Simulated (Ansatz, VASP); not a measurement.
**Ag in VASP and in Ansatz**

File POSCAR:

```
Ag
1.0
   -1.6342676484      1.6342676484      1.6751243396
    1.6342676484     -1.6342676484      1.6751243396
    1.6342676484      1.6342676484     -1.6751243396
Ag
1
Direct
    0.0000000000      0.0000000000      0.0000000000
```

The input INCAR.step1:

```
  PREC = Accurate
  ENCUT = 520
  ISMEAR = 0
  SIGMA = 0.15
  LREAL = F
  LASPH = T
  NELM = 80
  NBANDS = 12
  GGA = PE
  ALGO = Normal
  EDIFF = 1E-4
  LWAVE = T
  LCHARG = F
```

The input INCAR.step2:

```
  PREC = Accurate
  ENCUT = 520
  EDIFF = 1E-6
  ISMEAR = 0
  SIGMA = 0.15
  LREAL = F
  LASPH = T
  NELM = 80
  ALGO = Normal
  ISIF = 2
  LWAVE = F
  LCHARG = F
  METAGGA = R2SCAN
  LMIXTAU = T
  NBANDS = 12
  ISTART = 1
```

The input KPOINTS:

```
regular mesh
0
Gamma
  26 26 26
```

Input for Ansatz:

```yaml
crystal:
  lattice:
    - [-1.6342676484, 1.6342676484, 1.6751243396]
    - [1.6342676484, -1.6342676484, 1.6751243396]
    - [1.6342676484, 1.6342676484, -1.6751243396]
  atoms:
    - { symbol: Ag, position: [0.0, 0.0, 0.0] }
basis:
  ecutwfc: 500
kpoints:
  mp_grid: { grid: [26, 26, 26] }
hamiltonian:
  xc: r2scan
scf:
  occupations: { method: gaussian, width: 0.15 }
output:
  forces: true
  stress: true
  eigenvalues: true
```

Change from the starting cell: strain +0.000 along x and y, +0.025 along z, atoms carried along.

Alike in both runs: task single point; functional r2SCAN; k mesh 26 × 26 × 26; occupations gaussian, width 0.15 eV; no spin polarisation.

|  | VASP | Ansatz |
| --- | --- | --- |
| version | VASP 6.6.1 | Ansatz 0.2.0 |
| potentials or method | VASP PAW PBE potentials, release 64 (Ag), cutoff 520 eV | scalar-relativistic, plane waves, PAW |
| valence electrons in the cell | 11 | 19 |

```tsv
	VASP	Ansatz	Ansatz less VASP
gap on the k mesh at the Fermi level (eV)	none	none	-
pressure (GPa)	-2.4	-2.5	-0.10
traceless stress, the component that is largest in VASP (GPa)	0.27	0.27	-0.005
```

VASP's potentials were made for PBE, not for r2SCAN. A gap of «none» marks a metal or a gap that the smearing closes. With one functional, cell and mesh, what is left measures potentials, basis and numerics. VASP's potentials hold 11 valence electrons a cell and Ansatz's 19, so a difference there can come from the potentials and not from the codes.
